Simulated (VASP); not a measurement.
# GaSe3 (I4/mcm) in VASP: a series of runs

The runs below take GaSe3 through single point, with PBE.

All numbers are computed with VASP 6.6.1; they aren't measurements. Logs are shortened: lines on timing, memory, paths and dates and some standing lists are left out, and cuts for length are marked.

## (1) The cell of the first run

The structure is tetragonal, space group I4/mcm (No. 140). The conventional cell has a = 7.844 Å, b = 7.844 Å, c = 6.042 Å, α = 90.00°, β = 90.00°, γ = 90.00°. Within 3.2 Å of Ga (site symmetry -42m) lie 4 Se at 2.45 Å and 2 Ga at 3.02 Å. Within 4.0 Å of Se (site symmetry 422) lie 10 Se at 3.02 to 3.27 Å and 4 Ga at 3.92 Å. Within 3.3 Å of Se (site symmetry m2m) lie 2 Ga at 2.45 Å and 4 Se at 3.27 Å.

The cell was generated, and may not be a known phase.

## (2) Single point, PBE

Input file INCAR:

```
SYSTEM = GaSe3
  ALGO = Normal
  EDIFF = 1E-6
  ENCUT = 520
  GGA = PE
  ISIF = 2
  ISMEAR = 0
  LASPH = .TRUE.
  LCHARG = .FALSE.
  LREAL = .FALSE.
  LWAVE = .FALSE.
  NBANDS = 41
  NELM = 60
  PREC = Accurate
  SIGMA = 0.1
```

Input file KPOINTS:

```
k-points
0
G
  4 4 4
  0 0 0
```

Input file POSCAR:

```
GaSe3
1.0
   -3.9220826844      3.9220826844      3.0210791413
    3.9220826844     -3.9220826844      3.0210791413
    3.9220826844      3.9220826844     -3.0210791413
Ga Se
2 6
Direct
    0.7500000000      0.2500000000      0.5000000000
    0.2500000000      0.7500000000      0.5000000000
    0.7500000000      0.7500000000      0.0000000000
    0.2500000000      0.2500000000      0.0000000000
    0.1740160085      0.6740160085      0.8480320169
    0.8259839915      0.3259839915      0.1519679831
    0.6740160085      0.8259839915      0.5000000000
    0.3259839915      0.1740160085      0.5000000000
```

Potentials or basis: VASP PAW PBE potentials, release 64 (Ga_d, Se).

The run is started by

```sh
cat potpaw_PBE.64/Ga_d/POTCAR potpaw_PBE.64/Se/POTCAR > POTCAR
mpirun -np 1 vasp_std > vasp.out
```

OUTCAR:

```text
SYSTEM = GaSe3
   EDIFF = 1E-6
   ENCUT = 520
   GGA = PE
   ISIF = 2
   ISMEAR = 0
   LASPH = .TRUE.
   LREAL = .FALSE.
   NELM = 60
   PREC = Accurate

 ion  position               nearest neighbor table
   1  0.750  0.250  0.500-   6 2.45   5 2.45   7 2.45   8 2.45
   2  0.250  0.750  0.500-   5 2.45   6 2.45   7 2.45   8 2.45
   3  0.750  0.750  0.000-
   4  0.250  0.250  0.000-
   5  0.174  0.674  0.848-   2 2.45   1 2.45
   6  0.826  0.326  0.152-   1 2.45   2 2.45
   7  0.674  0.826  0.500-   1 2.45   2 2.45
   8  0.326  0.174  0.500-   1 2.45   2 2.45

  LATTYP: Found a body centered tetragonal cell.
 ALAT       =     7.8441653688
 C/A-ratio  =     0.7702742100

  Lattice vectors:

 A1 = (  -3.9220826844,   3.9220826844,   3.0210791413)
 A2 = (   3.9220826844,  -3.9220826844,   3.0210791413)
 A3 = (   3.9220826844,   3.9220826844,  -3.0210791413)

Analysis of symmetry for initial positions (statically):
=====================================================================
 Subroutine PRICEL returns:
 Original cell was already a primitive cell.

 Routine SETGRP: Setting up the symmetry group for a
 body centered tetragonal supercell.

 Subroutine GETGRP returns: Found 16 space group operations
 (whereof  8 operations were pure point group operations)
 out of a pool of 16 trial point group operations.

The static configuration has the point symmetry C_4h.
 The point group associated with its full space group is D_4h.

Analysis of symmetry for dynamics (positions and initial velocities):
=====================================================================
 Subroutine PRICEL returns:
 Original cell was already a primitive cell.

 Routine SETGRP: Setting up the symmetry group for a
 body centered tetragonal supercell.

 Subroutine GETGRP returns: Found 16 space group operations
 (whereof  8 operations were pure point group operations)
 out of a pool of 16 trial point group operations.

The dynamic configuration has the point symmetry C_4h.
 The point group associated with its full space group is D_4h.

 Subroutine INISYM returns: Found 16 space group operations
 (whereof  8 operations are pure point group operations),
 and found     1 'primitive' translations

----------------------------------------------------------------------------------------

                                     Primitive cell

  volume of cell :     185.8898

  direct lattice vectors                    reciprocal lattice vectors
    -3.922082684  3.922082684  3.021079141     0.000000000  0.127483289  0.165503774
     3.922082684 -3.922082684  3.021079141     0.127483289  0.000000000  0.165503774
     3.922082684  3.922082684 -3.021079141     0.127483289  0.127483289  0.000000000

  length of vectors
     6.316041826  6.316041826  6.316041826     0.208910240  0.208910240  0.180288596

  position of ions in fractional coordinates (direct lattice)
     0.750000000  0.250000000  0.500000000
     0.250000000  0.750000000  0.500000000
     0.750000000  0.750000000  0.000000000
     0.250000000  0.250000000  0.000000000
     0.174016008  0.674016008  0.848032017
     0.825983992  0.325983992  0.151967983
     0.674016008  0.825983992  0.500000000
     0.325983992  0.174016008  0.500000000

  ion indices of the primitive-cell ions
   primitive index   ion index
                 1           1
                 2           2
                 3           3
                 4           4
                 5           5
                 6           6
                 7           7
                 8           8

----------------------------------------------------------------------------------------

 KPOINTS: k-points

Automatic generation of k-mesh.
 Grid dimensions read from file:
 generate k-points for:    4    4    4

 Generating k-lattice:

  Cartesian coordinates                     Fractional coordinates (reciprocal lattice)
     0.000000000  0.031870822  0.041375944     0.250000000  0.000000000  0.000000000
     0.031870822  0.000000000  0.041375944     0.000000000  0.250000000  0.000000000
     0.031870822  0.031870822  0.000000000     0.000000000  0.000000000  0.250000000

  Length of vectors
     0.052227560  0.052227560  0.045072149

  Shift w.r.t. Gamma in fractional coordinates (k-lattice)
     0.000000000  0.000000000  0.000000000

 Subroutine IBZKPT returns following result:
 ===========================================

 Found     13 irreducible k-points:

 Following reciprocal coordinates:
            Coordinates               Weight
  0.000000  0.000000  0.000000      1.000000
  0.250000  0.000000  0.000000      8.000000
  0.500000  0.000000  0.000000      4.000000
  0.250000  0.250000  0.000000      8.000000
  0.500000  0.250000  0.000000     16.000000
 -0.250000  0.250000  0.000000      4.000000
  0.500000  0.500000  0.000000      2.000000
  0.250000  0.250000  0.250000      2.000000
 -0.250000  0.250000  0.250000      4.000000
  0.500000  0.500000  0.250000      4.000000
 -0.250000  0.500000  0.250000      8.000000
 -0.250000 -0.250000  0.250000      2.000000
  0.500000  0.500000  0.500000      1.000000
   k-points           NKPTS =     13   k-points in BZ     NKDIM =     13   number of bands    NBANDS=     41
   number of dos      NEDOS =    301   number of ions     NIONS =      8
   total plane-waves  NPLWV = 110592
   dimension x,y,z NGX =    48 NGY =   48 NGZ =   48
   dimension x,y,z NGXF=    96 NGYF=   96 NGZF=   96
   ions per type =               2   6
   NGX,Y,Z   is equivalent  to a cutoff of  12.63, 12.63, 12.63 a.u.
   NGXF,Y,Z  is equivalent  to a cutoff of  25.27, 25.27, 25.27 a.u.
 SYSTEM =  GaSe3
   PREC   = accura    normal or accurate (medium, high low for compatibility)
   ISTART =      0    job   : 0-new  1-cont  2-samecut
   ICHARG =      2    charge: 1-file 2-atom 10-const
   ISPIN  =      1    spin polarized calculation?
   LNONCOLLINEAR =      F non collinear calculations
   LSORBIT =      F    spin-orbit coupling
   LASPH  =      T    aspherical Exc in radial PAW
   ENCUT  =  520.0 eV  38.22 Ry    6.18 a.u.  11.74 11.74 11.74*2*pi/ulx,y,z
   NELM   =     60;   NELMIN=  2; NELMDL= -5     # of ELM steps
   EDIFF  = 0.1E-05   stopping-criterion for ELM
   LREAL  =      F    real-space projection
   EDIFFG = 0.1E-04   stopping-criterion for IOM
   NSW    =      0    number of steps for IOM
   IBRION =     -1    ionic relax: 0-MD 1-quasi-New 2-CG
   NFREE  =      0    steps in history (QN), initial steepest desc. (CG)
   ISIF   =      2    stress and relaxation
   ISYM   =      2    0-nonsym 1-usesym 2-fastsym
   POTIM  = 0.5000    time-step for ionic-motion
   TEBEG  =    0.0;   TEEND  =   0.0 temperature during run
   PSTRESS=    0.0 pullay stress
   NELECT =      62.0000    total number of electrons
   NUPDOWN=      -1.0000    fix difference up-down
   EMIN   =  10.00;   EMAX   =-10.00  energy-range for DOS
   EFERMI =   0.00;   METHOD = LEGACY
   ISMEAR =     0;   SIGMA  =   0.10  broadening in eV -4-tet -1-fermi 0-gaus
   EFERMI_NEDOS =   21; number of points for ismear=-14 and -15
   IALGO  =     38    algorithm
   IMIX   =      4    mixing-type and parameters
     AMIX     =   0.40;   BMIX     =  1.00
     AMIX_MAG =   1.60;   BMIX_MAG =  1.00
  volume/ion in A,a.u.               =      23.24       156.81
  Fermi-wavevector in a.u.,A,eV,Ry     =   1.135325  2.145453 17.537404  1.288963
  Thomas-Fermi vector in A             =   2.272030
   LORBIT       =      0    0 simple, 1 ext, 2 COOP (PROOUT), +10 PAW based schemes
   GGA     = PE    functional components
   LHFCALC =     F    Hartree Fock is set to
   AEXX    =    0.0000 exact exchange contribution
   IVDW    =     0    specifies the selected vdW correction
   LEPSILON=     F    determine dielectric tensor
   LRPA    =     F    only Hartree local field effects (RPA)
 non-spin polarized calculation
 Gauss-broadening in eV      SIGMA  =   0.10
  energy-cutoff  :      520.00
  volume of cell :      185.89
 maximum number of plane-waves:      5064
 NGX is ok and might be reduce to    48
   NGX = 23   NGY = 23   NGZ = 23

 number of electron      61.9999978 magnetization

 Free energy of the ion-electron system (eV)
  ---------------------------------------------------
  ext. energy  EPLUGINS =         0.00000000
  ---------------------------------------------------
  free energy    TOTEN  =       -26.74814412 eV

  energy without entropy =      -26.72622775  energy(sigma->0) =      -26.73718593

 E-fermi :   3.5635     XC(G=0):  -9.7618

 val. band max:        3.5541070020   @ k =   0.2500   0.2500   0.2500
 cond. band min:       3.6623653080   @ k =  -0.2500   0.2500   0.0000
 fundamental gap:      0.1082583060
 Fermi energy:         3.5634856900

 k-point     1 :       0.0000    0.0000    0.0000
  band No.  band energies     occupation
      1     -11.4165      2.00000
      2     -11.4165      2.00000
      3     -11.3296      2.00000
      4     -11.3201      2.00000
      5     -11.1571      2.00000
      6     -11.1430      2.00000
[... 33 lines left out ...]
     40       9.5868      0.00000
     41       9.5874      0.00000

 k-point     2 :       0.2500    0.0000    0.0000
  band No.  band energies     occupation
      1     -11.4072      2.00000
      2     -11.4039      2.00000
      3     -11.2998      2.00000
      4     -11.2903      2.00000
      5     -11.1807      2.00000
      6     -11.1633      2.00000
[... 33 lines left out ...]
     40       9.7265      0.00000
     41       9.7532      0.00000

 k-point     3 :       0.5000    0.0000    0.0000
  band No.  band energies     occupation
      1     -11.3900      2.00000
      2     -11.3900      2.00000
      3     -11.2631      2.00000
      4     -11.2631      2.00000
      5     -11.1869      2.00000
      6     -11.1869      2.00000
[... 33 lines left out ...]
     40       8.8458      0.00000
     41       9.9287      0.00000

 k-point     4 :       0.2500    0.2500    0.0000
  band No.  band energies     occupation
      1     -11.3900      2.00000
      2     -11.3896      2.00000
      3     -11.2636      2.00000
      4     -11.2629      2.00000
      5     -11.1869      2.00000
      6     -11.1869      2.00000
[... 341 lines left out ...]
     40       8.9386      0.00000
     41       9.1457      0.00000

 k-point    12 :      -0.2500   -0.2500    0.2500
  band No.  band energies     occupation
      1     -11.3872      2.00000
      2     -11.3872      2.00000
      3     -11.2651      2.00000
      4     -11.2643      2.00000
      5     -11.1869      2.00000
      6     -11.1869      2.00000
[... 33 lines left out ...]
     40       9.0591      0.00000
     41       9.3896      0.00000

 k-point    13 :       0.5000    0.5000    0.5000
  band No.  band energies     occupation
      1     -11.4273      2.00000
      2     -11.4273      2.00000
      3     -11.3144      2.00000
      4     -11.2903      2.00000
      5     -11.1606      2.00000
      6     -11.1431      2.00000
[... 33 lines left out ...]
     40       9.8184      0.00000
     41       9.9076      0.00000

------------------------ aborting loop because EDIFF is reached ----------------------------------------

  FORCE on cell =-STRESS in cart. coord.  units (eV):
  Direction    XX          YY          ZZ          XY          YZ          ZX
  --------------------------------------------------------------------------------------
  -------------------------------------------------------------------------------------
  Total        0.1092069      0.1092069      0.0876652      0.0000000     -0.0000000      0.0000000
  in kB        0.9412503      0.9412503      0.7555832      0.0000000     -0.0000000      0.0000000
  external PRESSURE =       0.8793613 kB  Pullay stress =       0.0000000 kB

 VOLUME and BASIS-vectors are now :
 -----------------------------------------------------------------------------
  energy-cutoff  :      520.00
  volume of cell :      185.89
      direct lattice vectors                 reciprocal lattice vectors
    -3.922082684  3.922082684  3.021079141     0.000000000  0.127483289  0.165503774
     3.922082684 -3.922082684  3.021079141     0.127483289  0.000000000  0.165503774
     3.922082684  3.922082684 -3.021079141     0.127483289  0.127483289  0.000000000

 POSITION                                       TOTAL-FORCE (eV/Angst)
 -----------------------------------------------------------------------------------
     -0.00000      3.92208      1.51054         0.000000     -0.000000      0.000000
      3.92208     -0.00000      1.51054         0.000000     -0.000000      0.000000
      0.00000      0.00000      4.53162         0.000000     -0.000000      0.000000
      0.00000      0.00000      1.51054         0.000000     -0.000000      0.000000
      5.28709      1.36501      0.00000         0.020339      0.020339     -0.000000
     -1.36501      2.55707      3.02108        -0.020339     -0.020339      0.000000
      2.55707      1.36501      3.02108        -0.020339      0.020339      0.000000
      1.36501      2.55707      0.00000         0.020339     -0.020339      0.000000
 -----------------------------------------------------------------------------------
    total drift:                                0.000000      0.000000     -0.000000

  FREE ENERGIE OF THE ION-ELECTRON SYSTEM (eV)
  ---------------------------------------------------
  free  energy   TOTEN  =       -26.7481441170 eV

  energy  without entropy=      -26.7262277514  energy(sigma->0) =      -26.73718593
```

Run time: 54 s. Hardware: 1 thread of Intel Xeon 6975P-C (Granite Rapids), shared host; peak memory 0.35 GiB.

Results:

* Free energy: -26.7481 eV
* Pressure: 0.1 GPa
* Largest force: 0.029 eV/Å
* Band gap on the k mesh: zero (bands 31 and 32 overlap by 0.89 eV)

Forces on the atoms (eV/Å):
```
Ga   0.000  0.000  0.000
Ga   0.000  0.000  0.000
Se   0.000  0.000  0.000
Se   0.000  0.000  0.000
Se   0.020  0.020  0.000
Se  -0.020 -0.020  0.000
Se  -0.020  0.020  0.000
Se   0.020 -0.020  0.000
```

Levels at points of the mesh, in eV from the Fermi level:
| k point | band 28 | band 29 | band 30 | band 31 | band 32 | band 33 | band 34 | band 35 |
| --- | --- | --- | --- | --- | --- | --- | --- | --- |
| (0.00, 0.00, 0.00) | -0.57 | 0.30 | 0.32 | 0.32 | 1.12 | 1.12 | 2.30 | 2.30 |
| (0.50, 0.00, 0.00) | -1.65 | -0.98 | -0.98 | -0.06 | -0.06 | 0.80 | 0.80 | 2.66 |
| (0.50, 0.50, 0.00) | -1.42 | -1.37 | -1.14 | -0.46 | -0.07 | 1.62 | 2.07 | 2.80 |
| (0.50, 0.50, 0.50) | -1.89 | -1.01 | -0.47 | -0.47 | -0.42 | -0.42 | 1.47 | 2.08 |

## (3) Single point, PBE

This run uses another cell than the first one, of 24.41 Å³/atom.

Input file INCAR:

```
  PREC = Accurate
  ENCUT = 520
  EDIFF = 1E-6
  ISMEAR = 0
  SIGMA = 0.1
  LREAL = False
  LASPH = True
  NELM = 80
  ALGO = Normal
  ISIF = 2
  LWAVE = False
  LCHARG = False
  GGA = PE
  NBANDS = 41
```

Input file KPOINTS:

```
regular mesh
0
Gamma
  4 4 4
```

Input file POSCAR:

```
GaSe3
1.0
   -3.2441924700      3.2441924700      4.6393143200
    3.2441924700     -3.2441924700      4.6393143200
    3.2441924700      3.2441924700     -4.6393143200
Ga Se
2 6
Direct
    0.7500000000      0.2500000000      0.5000000000
    0.2500000000      0.7500000000      0.5000000000
    0.7500000000      0.7500000000      0.0000000000
    0.2500000000      0.2500000000      0.0000000000
    0.2201359900      0.7201359900      0.9402719700
    0.7798640100      0.2798640100      0.0597280300
    0.7201359900      0.7798640100      0.5000000000
    0.2798640100      0.2201359900      0.5000000000
```

Potentials or basis: VASP PAW PBE potentials, release 64 (Ga_d, Se).

The run is started by

```sh
cat potpaw_PBE.64/Ga_d/POTCAR potpaw_PBE.64/Se/POTCAR > POTCAR
mpirun -np 1 vasp_std > vasp.out
```

It took 63 s on 1 thread of Intel Xeon 6975P-C (Granite Rapids), shared host; peak memory 0.39 GiB.

It converged, with:

| Quantity | Value |
| --- | --- |
| Free energy | -23.1154 eV |
| Pressure | -5.6 GPa |
| Largest force | 0.205 eV/Å |
| Band gap on the k mesh | zero (bands 31 and 32 overlap by 1.10 eV) |

Forces on the atoms (eV/Å):
```
Ga   0.000  0.000  0.000
Ga   0.000  0.000  0.000
Se   0.000  0.000  0.000
Se   0.000  0.000  0.000
Se  -0.145 -0.145  0.000
Se   0.145  0.145  0.000
Se   0.145 -0.145  0.000
Se  -0.145  0.145  0.000
```

Stress tensor (GPa, compression positive):
```
-4.96  0.00  0.00
 0.00 -4.96  0.00
 0.00  0.00 -6.85
```

Levels at points of the mesh, in eV from the Fermi level:
```csv
k point,band 28,band 29,band 30,band 31,band 32,band 33,band 34,band 35
"(0.00, 0.00, 0.00)",-0.40,0.55,0.71,0.71,1.01,1.05,1.12,1.12
"(0.50, 0.00, 0.00)",-1.23,-0.73,-0.73,0.25,0.25,0.66,0.66,0.84
"(0.50, 0.50, 0.00)",-1.75,-1.69,-1.05,-0.74,0.28,0.45,0.53,1.04
"(0.50, 0.50, 0.50)",-1.69,-1.58,-1.58,-1.04,0.37,0.49,0.58,0.58
```

Caveat: the cell stands under tension.

The gap in the log of VASP goes by the Fermi energy; the results here count the filled bands.